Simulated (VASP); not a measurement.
# InP (F-43m) in VASP: notebook

Runs on InP. Level: r2SCAN. Tasks: single point, relaxation of cell and atoms.

All numbers are computed with VASP 6.6.1; they aren't measurements. Logs are shortened: lines on timing, memory, paths and dates and some standing lists are left out, and cuts for length are marked.

**1. The cell of the first run**

It takes space group F-43m (No. 216, cubic). Conventional cell: a = 5.907 Å, b = 5.907 Å, c = 5.907 Å, α = 90.00°, β = 90.00°, γ = 90.00°. In (site symmetry -43m) has 4 P at 2.56 Å within 3.4 Å. P (site symmetry -43m) has 4 In at 2.56 Å within 3.4 Å.

**2. Single point, r2SCAN**

POSCAR reads:

```
InP
1.0
    0.0000000000      2.9536850845      2.9536850845
    2.9536850845      0.0000000000      2.9536850845
    2.9536850845      2.9536850845      0.0000000000
In P
1 1
Direct
    0.0000000000      0.0000000000      0.0000000000
    0.7500000000      0.7500000000      0.7500000000
```

INCAR.step1 reads:

```
SYSTEM = InP
  PREC = Accurate
  ENCUT = 550
  ISMEAR = -1
  SIGMA = 0.1
  LREAL = .False.
  LASPH = .True.
  NELM = 120
  NBANDS = 16
  GGA = PE
  ALGO = Normal
  EDIFF = 1E-5
  LWAVE = .True.
  LCHARG = .False.
  GGA_COMPAT = .False.
```

INCAR.step2 reads:

```
SYSTEM = InP
  PREC = Accurate
  ENCUT = 550
  EDIFF = 1E-6
  ISMEAR = -1
  SIGMA = 0.1
  LREAL = .False.
  LASPH = .True.
  NELM = 120
  ALGO = Normal
  ISIF = 2
  LWAVE = .False.
  LCHARG = .False.
  METAGGA = R2SCAN
  LMIXTAU = .True.
  NBANDS = 16
  ISTART = 1
  GGA_COMPAT = .False.
```

KPOINTS reads:

```
Automatic mesh
0
Gamma
  14 14 14
  0 0 0
```

Potentials or basis: VASP PAW PBE potentials, release 64 (In_d, P).

Launch:

```sh
$ cat potpaw_PBE.64/In_d/POTCAR potpaw_PBE.64/P/POTCAR > POTCAR
$ cp INCAR.step1 INCAR
$ mpirun -np 1 vasp_std > vasp.out
$ cp INCAR.step2 INCAR
$ mpirun -np 1 vasp_std > vasp.out
```

OUTCAR:

```text
SYSTEM = InP
   PREC = Accurate
   ENCUT = 550
   EDIFF = 1E-6
   ISMEAR = -1
   LREAL = .False.
   LASPH = .True.
   NELM = 120
   ISIF = 2
   METAGGA = R2SCAN
   ISTART = 1

 ion  position               nearest neighbor table
   1  0.000  0.000  0.000-   2 2.56   2 2.56   2 2.56   2 2.56
   2  0.750  0.750  0.750-   1 2.56   1 2.56   1 2.56   1 2.56

  LATTYP: Found a face centered cubic cell.
 ALAT       =     5.9073701690

  Lattice vectors:

 A1 = (   0.0000000000,   2.9536850845,   2.9536850845)
 A2 = (   2.9536850845,   0.0000000000,   2.9536850845)
 A3 = (   2.9536850845,   2.9536850845,   0.0000000000)

Analysis of symmetry for initial positions (statically):
=====================================================================
 Subroutine PRICEL returns:
 Original cell was already a primitive cell.

 Routine SETGRP: Setting up the symmetry group for a
 face centered cubic supercell.

 Subroutine GETGRP returns: Found 24 space group operations
 (whereof 24 operations were pure point group operations)
 out of a pool of 48 trial point group operations.

The static configuration has the point symmetry T_d .

Analysis of symmetry for dynamics (positions and initial velocities):
=====================================================================
 Subroutine PRICEL returns:
 Original cell was already a primitive cell.

 Routine SETGRP: Setting up the symmetry group for a
 face centered cubic supercell.

 Subroutine GETGRP returns: Found 24 space group operations
 (whereof 24 operations were pure point group operations)
 out of a pool of 48 trial point group operations.

The dynamic configuration has the point symmetry T_d .

 Subroutine INISYM returns: Found 24 space group operations
 (whereof 24 operations are pure point group operations),
 and found     1 'primitive' translations

----------------------------------------------------------------------------------------

                                     Primitive cell

  volume of cell :      51.5374

  direct lattice vectors                    reciprocal lattice vectors
     0.000000000  2.953685085  2.953685085    -0.169280064  0.169280064  0.169280064
     2.953685085  0.000000000  2.953685085     0.169280064 -0.169280064  0.169280064
     2.953685085  2.953685085  0.000000000     0.169280064  0.169280064 -0.169280064

  length of vectors
     4.177141505  4.177141505  4.177141505     0.293201671  0.293201671  0.293201671

  position of ions in fractional coordinates (direct lattice)
     0.000000000  0.000000000  0.000000000
     0.750000000  0.750000000  0.750000000

  ion indices of the primitive-cell ions
   primitive index   ion index
                 1           1
                 2           2

----------------------------------------------------------------------------------------

 KPOINTS: Automatic mesh

Automatic generation of k-mesh.
 Grid dimensions read from file:
 generate k-points for:   14   14   14

 Generating k-lattice:

  Cartesian coordinates                     Fractional coordinates (reciprocal lattice)
    -0.012091433  0.012091433  0.012091433     0.071428571  0.000000000  0.000000000
     0.012091433 -0.012091433  0.012091433     0.000000000  0.071428571  0.000000000
     0.012091433  0.012091433 -0.012091433     0.000000000  0.000000000  0.071428571

  Length of vectors
     0.020942977  0.020942977  0.020942977

  Shift w.r.t. Gamma in fractional coordinates (k-lattice)
     0.000000000  0.000000000  0.000000000

 Subroutine IBZKPT returns following result:
 ===========================================

 Found    104 irreducible k-points:

 Following reciprocal coordinates:
            Coordinates               Weight
  0.000000  0.000000  0.000000      1.000000
  0.071429  0.000000  0.000000      8.000000
  0.142857  0.000000  0.000000      8.000000
  0.214286  0.000000  0.000000      8.000000
  0.285714  0.000000  0.000000      8.000000
  0.357143  0.000000  0.000000      8.000000
[... 16 lines left out ...]
  0.214286  0.142857  0.000000     24.000000
  0.285714  0.142857  0.000000     24.000000
 [... further k-points ...]
   k-points           NKPTS =    104   k-points in BZ     NKDIM =    104   number of bands    NBANDS=     16
   number of dos      NEDOS =    301   number of ions     NIONS =      2
   total plane-waves  NPLWV =  32768
   dimension x,y,z NGX =    32 NGY =   32 NGZ =   32
   dimension x,y,z NGXF=    64 NGYF=   64 NGZF=   64
   ions per type =               1   1
   NGX,Y,Z   is equivalent  to a cutoff of  12.74, 12.74, 12.74 a.u.
   NGXF,Y,Z  is equivalent  to a cutoff of  25.47, 25.47, 25.47 a.u.
 SYSTEM =  InP
   PREC   = accura    normal or accurate (medium, high low for compatibility)
   ISTART =      1    job   : 0-new  1-cont  2-samecut
   ICHARG =      0    charge: 1-file 2-atom 10-const
   ISPIN  =      1    spin polarized calculation?
   LNONCOLLINEAR =      F non collinear calculations
   LSORBIT =      F    spin-orbit coupling
   LASPH  =      T    aspherical Exc in radial PAW
   ENCUT  =  550.0 eV  40.42 Ry    6.36 a.u.   7.99  7.99  7.99*2*pi/ulx,y,z
   NELM   =    120;   NELMIN=  2; NELMDL=  0     # of ELM steps
   EDIFF  = 0.1E-05   stopping-criterion for ELM
   LREAL  =      F    real-space projection
   EDIFFG = 0.1E-04   stopping-criterion for IOM
   NSW    =      0    number of steps for IOM
   IBRION =     -1    ionic relax: 0-MD 1-quasi-New 2-CG
   NFREE  =      0    steps in history (QN), initial steepest desc. (CG)
   ISIF   =      2    stress and relaxation
   ISYM   =      2    0-nonsym 1-usesym 2-fastsym
   POTIM  = 0.5000    time-step for ionic-motion
   TEBEG  =    0.0;   TEEND  =   0.0 temperature during run
   PSTRESS=    0.0 pullay stress
   NELECT =      18.0000    total number of electrons
   NUPDOWN=      -1.0000    fix difference up-down
   EMIN   =  10.00;   EMAX   =-10.00  energy-range for DOS
   EFERMI =   0.00;   METHOD = LEGACY
   ISMEAR =    -1;   SIGMA  =   0.10  broadening in eV -4-tet -1-fermi 0-gaus
   EFERMI_NEDOS =   21; number of points for ismear=-14 and -15
   IALGO  =     38    algorithm
   IMIX   =      4    mixing-type and parameters
     AMIX     =   0.40;   BMIX     =  1.00
     AMIX_MAG =   1.60;   BMIX_MAG =  1.00
  volume/ion in A,a.u.               =      25.77       173.90
  Fermi-wavevector in a.u.,A,eV,Ry     =   1.152900  2.178664 18.084557  1.329177
  Thomas-Fermi vector in A             =   2.289547
   LORBIT       =      0    0 simple, 1 ext, 2 COOP (PROOUT), +10 PAW based schemes
   METAGGA = R2SCAN    functional components
   LHFCALC =     F    Hartree Fock is set to
   AEXX    =    0.0000 exact exchange contribution
   IVDW    =     0    specifies the selected vdW correction
   LEPSILON=     F    determine dielectric tensor
   LRPA    =     F    only Hartree local field effects (RPA)
 non-spin polarized calculation
  energy-cutoff  :      550.00
  volume of cell :       51.54
 maximum number of plane-waves:      1526
   NGX = 15   NGY = 15   NGZ = 15

 number of electron      18.0000009 magnetization

 Free energy of the ion-electron system (eV)
  ---------------------------------------------------
  ext. energy  EPLUGINS =         0.00000000
  ---------------------------------------------------
  free energy    TOTEN  =       -32.29930108 eV

  energy without entropy =      -32.29926923  energy(sigma->0) =      -32.29928516

 E-fermi :   5.4339     XC(G=0):  -9.7714

 val. band max:        4.7538891508   @ k =   0.0000   0.0000   0.0000
 cond. band min:       5.7848500320   @ k =   0.0000   0.0000   0.0000
 fundamental gap:      1.0309608813
 Fermi energy:         5.4338960107

 k-point     1 :       0.0000    0.0000    0.0000
  band No.  band energies     occupation
      1      -9.8563      2.00000
      2      -9.8563      2.00000
      3      -9.8563      2.00000
      4      -9.6896      2.00000
      5      -9.6896      2.00000
      6      -7.0819      2.00000
[... 8 lines left out ...]
     15      14.6391      0.00000
     16      14.6391      0.00000

 k-point     2 :       0.0714    0.0000    0.0000
  band No.  band energies     occupation
      1      -9.8631      2.00000
      2      -9.8537      2.00000
      3      -9.8537      2.00000
      4      -9.6896      2.00000
      5      -9.6896      2.00000
      6      -7.0220      2.00000
[... 8 lines left out ...]
     15      14.3387      0.00000
     16      14.3387      0.00000

 k-point     3 :       0.1429    0.0000    0.0000
  band No.  band energies     occupation
      1      -9.8815      2.00000
      2      -9.8468      2.00000
      3      -9.8468      2.00000
      4      -9.6894      2.00000
      5      -9.6894      2.00000
      6      -6.8462      2.00000
[... 8 lines left out ...]
     15      13.9031      0.00000
     16      14.6618      0.00000

 k-point     4 :       0.2143    0.0000    0.0000
  band No.  band energies     occupation
      1      -9.9071      2.00000
      2      -9.8374      2.00000
      3      -9.8374      2.00000
      4      -9.6882      2.00000
      5      -9.6882      2.00000
      6      -6.5672      2.00000
[... 8 lines left out ...]
     15      13.7211      0.00000
     16      14.5209      0.00000

 k-point     5 :       0.2857    0.0000    0.0000
  band No.  band energies     occupation
      1      -9.9342      2.00000
      2      -9.8282      2.00000
      3      -9.8282      2.00000
      4      -9.6857      2.00000
      5      -9.6857      2.00000
      6      -6.2100      2.00000
[... 8 lines left out ...]
     15      13.9433      0.00000
     16      14.1932      0.00000

 k-point     6 :       0.3571    0.0000    0.0000
  band No.  band energies     occupation
      1      -9.9577      2.00000
      2      -9.8211      2.00000
      3      -9.8211      2.00000
      4      -9.6821      2.00000
      5      -9.6821      2.00000
      6      -5.8218      2.00000
[... 8 lines left out ...]
     15      14.5560      0.00000
     16      14.5560      0.00000

 k-point     7 :       0.4286    0.0000    0.0000
  band No.  band energies     occupation
      1      -9.9735      2.00000
      2      -9.8169      2.00000
      3      -9.8169      2.00000
      4      -9.6788      2.00000
      5      -9.6788      2.00000
      6      -5.4922      2.00000
[... 8 lines left out ...]
     15      15.3894      0.00000
     16      15.3894      0.00000

 k-point     8 :       0.5000    0.0000    0.0000
  band No.  band energies     occupation
      1      -9.9790      2.00000
      2      -9.8156      2.00000
      3      -9.8156      2.00000
      4      -9.6775      2.00000
      5      -9.6775      2.00000
      6      -5.3557      2.00000
[... 8 lines left out ...]
     15      15.9319      0.00000
     16      15.9319      0.00000

 k-point     9 :       0.0714    0.0714    0.0000
  band No.  band energies     occupation
      1      -9.8681      2.00000
      2      -9.8514      2.00000
      3      -9.8514      2.00000
      4      -9.6914      2.00000
      5      -9.6879      2.00000
      6      -7.0021      2.00000
[... 8 lines left out ...]
     15      14.2055      0.00000
     16      14.6892      0.00000
[... 172 lines left out ...]
 k-point    19 :      -0.2143    0.0714    0.0000
  band No.  band energies     occupation
      1      -9.9211      2.00000
      2      -9.8341      2.00000
      3      -9.8291      2.00000
      4      -9.6916      2.00000
      5      -9.6840      2.00000
      6      -6.4071      2.00000
[... 8 lines left out ...]
     15      14.1328      0.00000
     16      14.9535      0.00000

 k-point    20 :      -0.1429    0.0714    0.0000
  band No.  band energies     occupation
      1      -9.8957      2.00000
      2      -9.8436      2.00000
      3      -9.8382      2.00000
      4      -9.6922      2.00000
      5      -9.6862      2.00000
      6      -6.7132      2.00000
[... 8 lines left out ...]
     15      14.0335      0.00000
     16      15.1088      0.00000

 k-point    21 :      -0.0714    0.0714    0.0000
  band No.  band energies     occupation
      1      -9.8748      2.00000
      2      -9.8509      2.00000
      3      -9.8472      2.00000
      4      -9.6913      2.00000
      5      -9.6879      2.00000
      6      -6.9234      2.00000
[... 8 lines left out ...]
     15      14.2453      0.00000
     16      14.5551      0.00000

 k-point    22 :       0.1429    0.1429    0.0000
  band No.  band energies     occupation
      1      -9.8993      2.00000
      2      -9.8374      2.00000
      3      -9.8374      2.00000
      4      -9.6971      2.00000
      5      -9.6831      2.00000
      6      -6.7685      2.00000
[... 8 lines left out ...]
     15      14.8368      0.00000
     16      15.2828      0.00000

 k-point    23 :       0.2143    0.1429    0.0000
  band No.  band energies     occupation
      1      -9.9199      2.00000
      2      -9.8288      2.00000
      3      -9.8275      2.00000
      4      -9.7004      2.00000
      5      -9.6801      2.00000
      6      -6.5629      2.00000
[... 8 lines left out ...]
     15      14.8058      0.00000
     16      15.8845      0.00000

 k-point    24 :       0.2857    0.1429    0.0000
  band No.  band energies     occupation
      1      -9.9417      2.00000
      2      -9.8213      2.00000
      3      -9.8174      2.00000
      4      -9.7016      2.00000
      5      -9.6771      2.00000
      6      -6.2638      2.00000
[... 8 lines left out ...]
     15      14.8651      0.00000
     16      15.7838      0.00000

 [... further k-points ...]

------------------------ aborting loop because EDIFF is reached ----------------------------------------

  FORCE on cell =-STRESS in cart. coord.  units (eV):
  Direction    XX          YY          ZZ          XY          YZ          ZX
  --------------------------------------------------------------------------------------
  -------------------------------------------------------------------------------------
  Total       -0.0333652     -0.0333652     -0.0333652     -0.0000000      0.0000000      0.0000000
  in kB       -1.0372464     -1.0372464     -1.0372464     -0.0000000      0.0000000      0.0000000
  external PRESSURE =      -1.0372464 kB  Pullay stress =       0.0000000 kB

 VOLUME and BASIS-vectors are now :
 -----------------------------------------------------------------------------
  energy-cutoff  :      550.00
  volume of cell :       51.54
      direct lattice vectors                 reciprocal lattice vectors
     0.000000000  2.953685085  2.953685085    -0.169280064  0.169280064  0.169280064
     2.953685085  0.000000000  2.953685085     0.169280064 -0.169280064  0.169280064
     2.953685085  2.953685085  0.000000000     0.169280064  0.169280064 -0.169280064

 POSITION                                       TOTAL-FORCE (eV/Angst)
 -----------------------------------------------------------------------------------
      0.00000      0.00000      0.00000         0.000000      0.000000      0.000000
      4.43053      4.43053      4.43053        -0.000000     -0.000000     -0.000000
 -----------------------------------------------------------------------------------
    total drift:                                0.000000      0.000000      0.000000

  FREE ENERGIE OF THE ION-ELECTRON SYSTEM (eV)
  ---------------------------------------------------
  free  energy   TOTEN  =       -32.2993010799 eV

  energy  without entropy=      -32.2992692321  energy(sigma->0) =      -32.29928516
```

Run time: 80 s. Hardware: 1 thread of Intel Xeon 6975P-C (Granite Rapids), shared host; peak memory 0.25 GiB.

Results:

```yaml
Free_energy: -32.2993 eV
Pressure: -0.1 GPa
Band_gap_on_the_k_mesh: 1.03 eV
```

Caveat: the PAW data sets were made with another functional, which shifts forces and pressure a little; spin-orbit coupling is left out, which moves the levels of the heavy elements.

(Continued in part 2 of 2.)
